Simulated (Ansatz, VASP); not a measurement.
# Two plane-wave programs on C

Contents of INCAR:

```
SYSTEM = C
  ALGO = Normal
  EDIFF = 1E-6
  ENCUT = 520
  GGA = PE
  ISIF = 2
  ISMEAR = 0
  LASPH = .True.
  LCHARG = .False.
  LREAL = Auto
  LWAVE = .False.
  NBANDS = 43
  NELM = 80
  PREC = Accurate
  SIGMA = 0.05
```

The input KPOINTS:

```
k-points
0
Gamma
  6 6 6
  0 0 0
```

The input POSCAR:

```
C
1.0
    3.5715485858      0.0000000000     -3.5715485858
    0.0000000000      3.5715485858     -3.5715485858
    3.5715485858      3.5715485858      0.0000000000
C
15
Direct
    0.2500000000      0.2500000000      0.2500000000
    0.2500000000      0.7500000000      0.7500000000
    0.2500000000      0.7500000000      0.2500000000
    0.7500000000      0.2500000000      0.7500000000
    0.7500000000      0.2500000000      0.2500000000
    0.7500000000      0.7500000000      0.7500000000
    0.7500000000      0.7500000000      0.2500000000
    0.1250000000      0.1250000000      0.1250000000
    0.1250000000      0.1250000000      0.6250000000
    0.1250000000      0.6250000000      0.1250000000
    0.3475279523      0.4375000000      0.6074860239
    0.6250000000      0.1250000000      0.1250000000
    0.6250000000      0.1250000000      0.6250000000
    0.6250000000      0.6250000000      0.1250000000
    0.6250000000      0.6250000000      0.6250000000
```

Input for Ansatz:

```yaml
crystal:
  lattice:
    - [3.5715485858, 0.0, -3.5715485858]
    - [0.0, 3.5715485858, -3.5715485858]
    - [3.5715485858, 3.5715485858, 0.0]
  atoms:
    - { symbol: C, position: [0.25, 0.25, 0.25] }
    - { symbol: C, position: [0.25, 0.75, 0.75] }
    - { symbol: C, position: [0.25, 0.75, 0.25] }
    - { symbol: C, position: [0.75, 0.25, 0.75] }
    - { symbol: C, position: [0.75, 0.25, 0.25] }
    - { symbol: C, position: [0.75, 0.75, 0.75] }
    - { symbol: C, position: [0.75, 0.75, 0.25] }
    - { symbol: C, position: [0.125, 0.125, 0.125] }
    - { symbol: C, position: [0.125, 0.125, 0.625] }
    - { symbol: C, position: [0.125, 0.625, 0.125] }
    - { symbol: C, position: [0.3475279523, 0.4375, 0.6074860239] }
    - { symbol: C, position: [0.625, 0.125, 0.125] }
    - { symbol: C, position: [0.625, 0.125, 0.625] }
    - { symbol: C, position: [0.625, 0.625, 0.125] }
    - { symbol: C, position: [0.625, 0.625, 0.625] }
basis:
  ecutwfc: 420
kpoints:
  mp_grid: { grid: [6, 6, 6] }
hamiltonian:
  xc: pbe
  pseudopotentials: { kind: paw, azcp: { folder: soft_1 } }
scf:
  occupations: { method: gaussian, width: 0.05 }
output:
  forces: true
  stress: true
  eigenvalues: true
  write_density: true
  write_potential: true
  elf: true
  volumetric_format: npy
```

Change from the starting cell: C vacancy; atom 11 moved 0.500 of the way to it and -0.700 Å across, host rigid.

Alike in both runs: task single point; functional PBE; k mesh 6 × 6 × 6; occupations gaussian, width 0.05 eV; no spin polarisation.

|  | VASP | Ansatz |
| --- | --- | --- |
| version | VASP 6.6.1 | Ansatz 0.2.0 |
| potentials or method | VASP PAW PBE potentials, release 64 (C), cutoff 520 eV | scalar-relativistic, plane waves, PAW |
| valence electrons in the cell | 60 | 60 |

```csv
,VASP,Ansatz,Ansatz less VASP
gap on the k mesh at the Fermi level (eV),none,none,-
pressure (GPa),-1.5,-2.4,-0.90
"traceless stress, the component that is largest in VASP (GPa)",-18.66,-18.69,-0.026
rms of the force components (eV/Å),2.018,2.018,+0.0003
```

Atom by atom the forces differ by 0.012 eV/Å (rms over components). A gap of «none» marks a metal or a gap that the smearing closes.
